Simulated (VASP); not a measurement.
A run of VASP 6.6.1:

INCAR

```
ALGO = Normal ; EDIFF = 1E-7
ENCUT = 520 ; GGA = PE
ISIF = 2 ; ISMEAR = -1
LASPH = True ; LCHARG = False
LREAL = False ; LWAVE = False
NBANDS = 18 ; NELM = 60
PREC = Accurate ; SIGMA = 0.1
```

KPOINTS

```
k-points
0
Gamma
  9 9 5
```

POSCAR

```
Y
1.0
    3.6229200678      0.0000000000      0.0000000000
   -1.8114600339      3.1375407572      0.0000000000
    0.0000000000      0.0000000000      5.6921384384
Y
2
Direct
    0.3333333333      0.6666666667      0.2500000000
    0.6666666667      0.3333333333      0.7500000000
```

Potentials or basis: VASP PAW PBE potentials, release 64 (Y_sv).

Launch:

```sh
$ cat potpaw_PBE.64/Y_sv/POTCAR > POTCAR
$ mpirun -np 1 vasp_std > vasp.out
```

Hardware: 1 thread of Intel Xeon 8259CL, with other jobs on the host.

How long does it take, and how much memory?

Run time: 93 s on 1 thread of Intel Xeon 8259CL, on a shared host, peak memory 0.21 GiB. Counts: scf iterations 15, k points 36.
